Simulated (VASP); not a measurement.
# PbSe (P6_3mc) in VASP: further runs

PbSe is run at these levels: PBE; tasks: single point.

Program: VASP 6.6.1. These are calculated values, not measurements. Logs are shortened: lines on timing, memory, paths and dates and some standing lists are left out, and cuts for length are marked.

## 1. The cell of the first run

Symmetry: P6_3mc, No. 186, hexagonal system. The conventional cell has a = 4.267 Å, b = 4.267 Å, c = 7.928 Å, α = 90.00°, β = 90.00°, γ = 120.00°. Within 3.9 Å of Pb (site symmetry 3m) lie 6 Se at 2.96 to 3.39 Å. Within 4.0 Å of Se (site symmetry 3m) lie 6 Pb at 2.96 to 3.39 Å and 2 Se at 3.96 Å.

The cell was generated, and may not be a known phase.

## 2. Single point, PBE

INCAR

```
SYSTEM = PbSe
PREC = Accurate ; ENCUT = 520
EDIFF = 1E-6 ; ISMEAR = 0
SIGMA = 0.02 ; LREAL = .False.
LASPH = .True. ; NELM = 60
ALGO = Normal ; ISIF = 2
LWAVE = .False. ; LCHARG = .True.
GGA = PE ; LELF = .True.
LVHAR = .True. ; NBANDS = 28
```

KPOINTS

```
Automatic mesh
0
Gamma
  6 6 4
  0 0 0
```

POSCAR

```
PbSe
1.0
    4.2672173585      0.0000000000      0.0000000000
   -2.1336086793      3.6955186359      0.0000000000
    0.0000000000      0.0000000000      7.9276944000
Pb Se
2 2
Direct
    0.6666666667      0.3333333333      0.2278590000
    0.3333333333      0.6666666667      0.7278590000
    0.0000000000      0.0000000000      0.5219900000
    0.0000000000      0.0000000000      0.0219900000
```

Potentials or basis: VASP PAW PBE potentials, release 64 (Pb_d, Se).

On the command line:

```sh
$ cat potpaw_PBE.64/Pb_d/POTCAR potpaw_PBE.64/Se/POTCAR > POTCAR
$ mpirun -np 1 vasp_std > vasp.out
```

OUTCAR:

```text
SYSTEM = PbSe
   PREC = Accurate
   ENCUT = 520
   EDIFF = 1E-6
   ISMEAR = 0
   LREAL = .False.
   LASPH = .True.
   NELM = 60
   ISIF = 2
   GGA = PE

 ion  position               nearest neighbor table
   1  0.667  0.333  0.228-   4 2.96   4 2.96   4 2.96   3 3.39   3 3.39   3 3.39
   2  0.333  0.667  0.728-   3 2.96   3 2.96   3 2.96   4 3.39   4 3.39   4 3.39
   3  0.000  0.000  0.522-   2 2.96   2 2.96   2 2.96   1 3.39   1 3.39   1 3.39
   4  0.000  0.000  0.022-   1 2.96   1 2.96   1 2.96   2 3.39   2 3.39   2 3.39

  LATTYP: Found a hexagonal cell.
 ALAT       =     4.2672173585
 C/A-ratio  =     1.8578135900

  Lattice vectors:

 A1 = (   4.2672173585,   0.0000000000,   0.0000000000)
 A2 = (  -2.1336086793,   3.6955186359,   0.0000000000)
 A3 = (   0.0000000000,   0.0000000000,   7.9276944000)

Analysis of symmetry for initial positions (statically):
=====================================================================
 Subroutine PRICEL returns:
 Original cell was already a primitive cell.

 Routine SETGRP: Setting up the symmetry group for a
 hexagonal supercell.

 Subroutine GETGRP returns: Found 12 space group operations
 (whereof  6 operations were pure point group operations)
 out of a pool of 24 trial point group operations.

The static configuration has the point symmetry C_3v.
 The point group associated with its full space group is C_6v.

Analysis of symmetry for dynamics (positions and initial velocities):
=====================================================================
 Subroutine PRICEL returns:
 Original cell was already a primitive cell.

 Routine SETGRP: Setting up the symmetry group for a
 hexagonal supercell.

 Subroutine GETGRP returns: Found 12 space group operations
 (whereof  6 operations were pure point group operations)
 out of a pool of 24 trial point group operations.

The dynamic configuration has the point symmetry C_3v.
 The point group associated with its full space group is C_6v.

 Subroutine INISYM returns: Found 12 space group operations
 (whereof  6 operations are pure point group operations),
 and found     1 'primitive' translations

----------------------------------------------------------------------------------------

                                     Primitive cell

  volume of cell :     125.0164

  direct lattice vectors                    reciprocal lattice vectors
     4.267217358  0.000000000  0.000000000     0.234344753  0.135299007  0.000000000
    -2.133608679  3.695518636  0.000000000     0.000000000  0.270598013  0.000000000
     0.000000000  0.000000000  7.927694400     0.000000000  0.000000000  0.126140079

  length of vectors
     4.267217358  4.267217358  7.927694400     0.270598013  0.270598013  0.126140079

  position of ions in fractional coordinates (direct lattice)
     0.666666667  0.333333333  0.227859000
     0.333333333  0.666666667  0.727859000
     0.000000000  0.000000000  0.521990000
     0.000000000  0.000000000  0.021990000

  ion indices of the primitive-cell ions
   primitive index   ion index
                 1           1
                 2           2
                 3           3
                 4           4

----------------------------------------------------------------------------------------

 KPOINTS: Automatic mesh

Automatic generation of k-mesh.
 Grid dimensions read from file:
 generate k-points for:    6    6    4

 Generating k-lattice:

  Cartesian coordinates                     Fractional coordinates (reciprocal lattice)
     0.039057459  0.022549834  0.000000000     0.166666667  0.000000000  0.000000000
     0.000000000  0.045099669  0.000000000     0.000000000  0.166666667  0.000000000
     0.000000000  0.000000000  0.031535020     0.000000000  0.000000000  0.250000000

  Length of vectors
     0.045099669  0.045099669  0.031535020

  Shift w.r.t. Gamma in fractional coordinates (k-lattice)
     0.000000000  0.000000000  0.000000000

 Subroutine IBZKPT returns following result:
 ===========================================

 Found     21 irreducible k-points:

 Following reciprocal coordinates:
            Coordinates               Weight
  0.000000  0.000000  0.000000      1.000000
  0.166667  0.000000  0.000000      6.000000
  0.333333  0.000000  0.000000      6.000000
  0.500000  0.000000  0.000000      3.000000
  0.166667  0.166667  0.000000      6.000000
  0.333333  0.166667  0.000000     12.000000
[... 13 lines left out ...]
  0.333333  0.166667  0.500000     12.000000
  0.333333  0.333333  0.500000      2.000000
   k-points           NKPTS =     21   k-points in BZ     NKDIM =     21   number of bands    NBANDS=     28
   number of dos      NEDOS =    301   number of ions     NIONS =      4
   total plane-waves  NPLWV =  61440
   dimension x,y,z NGX =    32 NGY =   32 NGZ =   60
   dimension x,y,z NGXF=    64 NGYF=   64 NGZF=  120
   ions per type =               2   2
   NGX,Y,Z   is equivalent  to a cutoff of  12.47, 12.47, 12.58 a.u.
   NGXF,Y,Z  is equivalent  to a cutoff of  24.93, 24.93, 25.16 a.u.
 SYSTEM =  PbSe
   PREC   = accura    normal or accurate (medium, high low for compatibility)
   ISTART =      0    job   : 0-new  1-cont  2-samecut
   ICHARG =      2    charge: 1-file 2-atom 10-const
   ISPIN  =      1    spin polarized calculation?
   LNONCOLLINEAR =      F non collinear calculations
   LSORBIT =      F    spin-orbit coupling
   LASPH  =      T    aspherical Exc in radial PAW
   ENCUT  =  520.0 eV  38.22 Ry    6.18 a.u.   7.93  7.93 14.74*2*pi/ulx,y,z
   NELM   =     60;   NELMIN=  2; NELMDL= -5     # of ELM steps
   EDIFF  = 0.1E-05   stopping-criterion for ELM
   LREAL  =      F    real-space projection
   EDIFFG = 0.1E-04   stopping-criterion for IOM
   NSW    =      0    number of steps for IOM
   IBRION =     -1    ionic relax: 0-MD 1-quasi-New 2-CG
   NFREE  =      0    steps in history (QN), initial steepest desc. (CG)
   ISIF   =      2    stress and relaxation
   ISYM   =      2    0-nonsym 1-usesym 2-fastsym
   POTIM  = 0.5000    time-step for ionic-motion
   TEBEG  =    0.0;   TEEND  =   0.0 temperature during run
   PSTRESS=    0.0 pullay stress
   NELECT =      40.0000    total number of electrons
   NUPDOWN=      -1.0000    fix difference up-down
   EMIN   =  10.00;   EMAX   =-10.00  energy-range for DOS
   EFERMI =   0.00;   METHOD = LEGACY
   ISMEAR =     0;   SIGMA  =   0.02  broadening in eV -4-tet -1-fermi 0-gaus
   EFERMI_NEDOS =   21; number of points for ismear=-14 and -15
   IALGO  =     38    algorithm
   IMIX   =      4    mixing-type and parameters
     AMIX     =   0.40;   BMIX     =  1.00
     AMIX_MAG =   1.60;   BMIX_MAG =  1.00
  volume/ion in A,a.u.               =      31.25       210.91
  Fermi-wavevector in a.u.,A,eV,Ry     =   1.119711  2.115946 17.058331  1.253752
  Thomas-Fermi vector in A             =   2.256352
   LORBIT       =      0    0 simple, 1 ext, 2 COOP (PROOUT), +10 PAW based schemes
   GGA     = PE    functional components
   LHFCALC =     F    Hartree Fock is set to
   AEXX    =    0.0000 exact exchange contribution
   IVDW    =     0    specifies the selected vdW correction
   LEPSILON=     F    determine dielectric tensor
   LRPA    =     F    only Hartree local field effects (RPA)
 non-spin polarized calculation
 Gauss-broadening in eV      SIGMA  =   0.02
  energy-cutoff  :      520.00
  volume of cell :      125.02
 maximum number of plane-waves:      3408
 NGX is ok and might be reduce to    32
   NGX = 15   NGY = 15   NGZ = 29

 number of electron      40.0000002 magnetization

 Free energy of the ion-electron system (eV)
  ---------------------------------------------------
  ext. energy  EPLUGINS =         0.00000000
  ---------------------------------------------------
  free energy    TOTEN  =       -16.08608609 eV

  energy without entropy =      -16.08608609  energy(sigma->0) =      -16.08608609

 E-fermi :   3.9247     XC(G=0):  -9.0974

 val. band max:        3.7817538316   @ k =   0.0000   0.0000   0.0000
 cond. band min:       4.5062986980   @ k =   0.5000   0.0000   0.0000
 fundamental gap:      0.7245448664
 Fermi energy:         3.9246513924

 k-point     1 :       0.0000    0.0000    0.0000
  band No.  band energies     occupation
      1     -12.6245      2.00000
      2     -12.6245      2.00000
      3     -12.6206      2.00000
      4     -12.6206      2.00000
      5     -12.5907      2.00000
      6     -12.5851      2.00000
[... 20 lines left out ...]
     27      10.5188      0.00000
     28      11.1337      0.00000

 k-point     2 :       0.1667    0.0000    0.0000
  band No.  band energies     occupation
      1     -12.6334      2.00000
      2     -12.6288      2.00000
      3     -12.6143      2.00000
      4     -12.6113      2.00000
      5     -12.5882      2.00000
      6     -12.5836      2.00000
[... 20 lines left out ...]
     27      10.1514      0.00000
     28      11.0425      0.00000

 k-point     3 :       0.3333    0.0000    0.0000
  band No.  band energies     occupation
      1     -12.6545      2.00000
      2     -12.6519      2.00000
      3     -12.6050      2.00000
      4     -12.5994      2.00000
      5     -12.5937      2.00000
      6     -12.5889      2.00000
[... 20 lines left out ...]
     27      10.2562      0.00000
     28      11.2274      0.00000

 k-point     4 :       0.5000    0.0000    0.0000
  band No.  band energies     occupation
      1     -12.6690      2.00000
      2     -12.6621      2.00000
      3     -12.6108      2.00000
      4     -12.5980      2.00000
      5     -12.5930      2.00000
      6     -12.5857      2.00000
[... 20 lines left out ...]
     27      10.5489      0.00000
     28      10.6119      0.00000

 k-point     5 :       0.1667    0.1667    0.0000
  band No.  band energies     occupation
      1     -12.6440      2.00000
      2     -12.6431      2.00000
      3     -12.6067      2.00000
      4     -12.6032      2.00000
      5     -12.5961      2.00000
      6     -12.5887      2.00000
[... 20 lines left out ...]
     27      10.2906      0.00000
     28      11.6197      0.00000

 k-point     6 :       0.3333    0.1667    0.0000
  band No.  band energies     occupation
      1     -12.6642      2.00000
      2     -12.6525      2.00000
      3     -12.6057      2.00000
      4     -12.5981      2.00000
      5     -12.5946      2.00000
      6     -12.5891      2.00000
[... 370 lines left out ...]
      5     -12.5906      2.00000
      6     -12.5906      2.00000
[... 20 lines left out ...]
     27      11.1692      0.00000
     28      11.1692      0.00000

 k-point    19 :       0.1667    0.1667    0.5000
  band No.  band energies     occupation
      1     -12.6438      2.00000
      2     -12.6438      2.00000
      3     -12.6041      2.00000
      4     -12.6041      2.00000
      5     -12.5934      2.00000
      6     -12.5934      2.00000
[... 20 lines left out ...]
     27      10.8691      0.00000
     28      10.8691      0.00000

 k-point    20 :       0.3333    0.1667    0.5000
  band No.  band energies     occupation
      1     -12.6569      2.00000
      2     -12.6569      2.00000
      3     -12.6003      2.00000
      4     -12.6003      2.00000
      5     -12.5959      2.00000
      6     -12.5959      2.00000
[... 20 lines left out ...]
     27      11.2489      0.00000
     28      11.2489      0.00000

 k-point    21 :       0.3333    0.3333    0.5000
  band No.  band energies     occupation
      1     -12.6545      2.00000
      2     -12.6545      2.00000
      3     -12.6025      2.00000
      4     -12.6025      2.00000
      5     -12.5871      2.00000
      6     -12.5871      2.00000
[... 20 lines left out ...]
     27      11.3482      0.00000
     28      11.3482      0.00000

------------------------ aborting loop because EDIFF is reached ----------------------------------------

  FORCE on cell =-STRESS in cart. coord.  units (eV):
  Direction    XX          YY          ZZ          XY          YZ          ZX
  --------------------------------------------------------------------------------------
  -------------------------------------------------------------------------------------
  Total        0.0049895      0.0049895     -0.0387256     -0.0000000      0.0000000      0.0000000
  in kB        0.0639446      0.0639446     -0.4962975     -0.0000000      0.0000000      0.0000000
  external PRESSURE =      -0.1228028 kB  Pullay stress =       0.0000000 kB

 VOLUME and BASIS-vectors are now :
 -----------------------------------------------------------------------------
  energy-cutoff  :      520.00
  volume of cell :      125.02
      direct lattice vectors                 reciprocal lattice vectors
     4.267217358  0.000000000  0.000000000     0.234344753  0.135299007  0.000000000
    -2.133608679  3.695518636  0.000000000     0.000000000  0.270598013  0.000000000
     0.000000000  0.000000000  7.927694400     0.000000000  0.000000000  0.126140079

 POSITION                                       TOTAL-FORCE (eV/Angst)
 -----------------------------------------------------------------------------------
      2.13361      1.23184      1.80640        -0.000000      0.000000      0.004405
     -0.00000      2.46368      5.77024         0.000000      0.000000      0.004405
      0.00000      0.00000      4.13818        -0.000000      0.000000     -0.004405
      0.00000      0.00000      0.17433        -0.000000     -0.000000     -0.004405
 -----------------------------------------------------------------------------------
    total drift:                                0.000000      0.000000      0.001399

  FREE ENERGIE OF THE ION-ELECTRON SYSTEM (eV)
  ---------------------------------------------------
  free  energy   TOTEN  =       -16.0860860870 eV

  energy  without entropy=      -16.0860860870  energy(sigma->0) =      -16.08608609
```

Run time: 59 s. Hardware: 1 thread of Intel Xeon 8259CL, shared host; peak memory 0.27 GiB.

What came out:

```
Free energy            : -16.0861 eV
Pressure               : 0.0 GPa
Largest force          : 0.004 eV/Å
Band gap on the k mesh : 0.72 eV
```

Forces on the atoms (eV/Å):
```
Pb   0.000  0.000  0.004
Pb   0.000  0.000  0.004
Se   0.000  0.000 -0.004
Se   0.000  0.000 -0.004
```

Caveat: spin-orbit coupling is left out, which moves the levels of the heavy elements.

## 3. Single point, PBE (32.19 Å³/atom)

This run uses another cell than the first one, of 32.19 Å³/atom.

INCAR

```
SYSTEM = PbSe
  PREC = Accurate
  ENCUT = 520
  EDIFF = 1E-7
  ISMEAR = 0
  SIGMA = 0.02
  LREAL = .FALSE.
  LASPH = .TRUE.
  NELM = 80
  ALGO = Normal
  ISIF = 2
  LWAVE = .FALSE.
  LCHARG = .FALSE.
  GGA = PE
  NBANDS = 28
```

KPOINTS

```
Automatic mesh
0
G
  6 6 4
  0 0 0
```

POSCAR

```
PbSe
1.0
    4.2939889356      0.0000000000      0.0000000000
   -2.1469944678      3.7187035018      0.0000000000
    0.0000000000      0.0000000000      8.0640240263
Pb Se
2 2
Direct
    0.6666666667      0.3333333333      0.2238990675
    0.3333333333      0.6666666667      0.7238990675
    0.0000000000      0.0000000000      0.5259499325
    0.0000000000      0.0000000000      0.0259499325
```

Potentials or basis: VASP PAW PBE potentials, release 64 (Pb_d, Se).

On the command line:

```sh
$ cat potpaw_PBE.64/Pb_d/POTCAR potpaw_PBE.64/Se/POTCAR > POTCAR
$ mpirun -np 1 vasp_std > vasp.out
```

Run time: 63 s. Hardware: 1 thread of Intel Xeon 8259CL, shared host; peak memory 0.27 GiB.

It converged, with:

* Free energy: -16.0785 eV
* Pressure: -0.6 GPa
* Largest force: 0.009 eV/Å
* Band gap on the k mesh: 0.89 eV (least direct gap 0.91 eV)

Forces in eV/Å, atoms in the order of the input:
```
Pb   0.000  0.000  0.009
Pb   0.000  0.000  0.009
Se   0.000  0.000 -0.009
Se   0.000  0.000 -0.009
```

Levels at points of the mesh, in eV from the valence-band top:
```tsv
k point	band 16	band 17	band 18	band 19	band 20	band 21	band 22	band 23	band 24	band 25
(0.00, 0.00, 0.00)	-1.00	-1.00	-0.54	-0.54	-0.04	1.77	3.00	3.00	3.84	4.56
(0.50, 0.00, 0.00)	-2.88	-2.02	-1.08	-0.69	-0.02	0.89	2.02	2.82	4.38	4.95
(0.00, 0.00, 0.50)	-0.79	-0.79	-0.79	-0.78	-0.78	3.06	3.06	3.70	3.70	3.70
(0.50, 0.00, 0.50)	-2.69	-1.62	-1.62	-1.44	-1.44	2.36	2.36	4.07	4.07	4.33
```

Caveat: spin-orbit coupling is left out, which moves the levels of the heavy elements.

## 4. Single point, PBE (33.13 Å³/atom)

This run uses another cell than the first one, of 33.13 Å³/atom.

INCAR

```
SYSTEM = PbSe
PREC = Accurate
ENCUT = 520
EDIFF = 1E-7
ISMEAR = 0
SIGMA = 0.02
LREAL = .FALSE.
LASPH = .TRUE.
NELM = 100
ALGO = Normal
ISIF = 2
LWAVE = .FALSE.
LCHARG = .TRUE.
GGA = PE
LELF = .TRUE.
LVHAR = .TRUE.
NBANDS = 28
```

KPOINTS

```
regular mesh
0
G
  6 6 4
  0 0 0
```

POSCAR

```
PbSe
1.0
    4.3141158941      0.0000000000      0.0000000000
   -2.1570579471      3.7361339592      0.0000000000
    0.0000000000      0.0000000000      8.2216442347
Pb Se
2 2
Direct
    0.6666666667      0.3333333333      0.2202854330
    0.3333333333      0.6666666667      0.7202854330
    0.0000000000      0.0000000000      0.5295635670
    0.0000000000      0.0000000000      0.0295635670
```

On the command line:

```sh
$ cat potpaw_PBE.64/Pb_d/POTCAR potpaw_PBE.64/Se/POTCAR > POTCAR
$ mpirun -np 1 vasp_std > vasp.out
```

Wall time 78 s (1 thread of Intel Xeon 8259CL, shared host); peak memory 0.28 GiB.

Results (log left out):

| Property | Result |
| --- | --- |
| Free energy | -16.0587 eV |
| Pressure | -1.1 GPa |
| Largest force | 0.009 eV/Å |
| Band gap on the k mesh | 0.97 eV (least direct gap 1.07 eV) |

Forces in eV/Å, atoms in the order of the input:
```
Pb   0.000  0.000  0.009
Pb   0.000  0.000  0.009
Se   0.000  0.000 -0.009
Se   0.000  0.000 -0.009
```

Levels at points of the mesh, in eV from the valence-band top:
| k point | band 17 | band 18 | band 19 | band 20 | band 21 | band 22 | band 23 | band 24 |
| --- | --- | --- | --- | --- | --- | --- | --- | --- |
| (0.00, 0.00, 0.00) | -0.97 | -0.57 | -0.57 | -0.11 | 1.79 | 3.07 | 3.07 | 3.57 |
| (0.50, 0.00, 0.00) | -1.96 | -1.14 | -0.78 | -0.10 | 0.97 | 2.02 | 2.95 | 4.32 |
| (0.00, 0.00, 0.50) | -0.79 | -0.79 | -0.77 | -0.77 | 2.92 | 2.92 | 3.69 | 3.69 |
| (0.50, 0.00, 0.50) | -1.61 | -1.61 | -1.37 | -1.37 | 2.30 | 2.30 | 4.07 | 4.07 |

Caveat: spin-orbit coupling is left out, which moves the levels of the heavy elements. A k mesh can miss the band edges.

## 5. Overview

| cell | gap on the mesh (eV) | pressure (GPa) | largest force (eV/Å) |
| --- | --- | --- | --- |
| a = 4.267, b = 4.267, c = 7.928 Å, angles 90.0, 90.0, 120.0°, 4 atoms, atomic positions A | 0.72 | 0.0 | - |
| a = 4.294, b = 4.294, c = 8.064 Å, angles 90.0, 90.0, 120.0°, 4 atoms, atomic positions B | 0.89 | -0.6 | 0.01 |
| a = 4.314, b = 4.314, c = 8.222 Å, angles 90.0, 90.0, 120.0°, 4 atoms, atomic positions C | 0.97 | -1.1 | 0.01 |

Alike in all rows: task single point; level PBE; potentials or basis VASP PAW PBE potentials, release 64 (Pb_d, Se); no spin polarisation; k mesh 6 × 6 × 4; cutoff (eV) 520; smearing gaussian 0.02 eV.

Caveats: spin-orbit coupling is left out, which moves the levels of the heavy elements.

Total energies depend on the potentials used, so only differences within one code and one set of settings carry meaning.
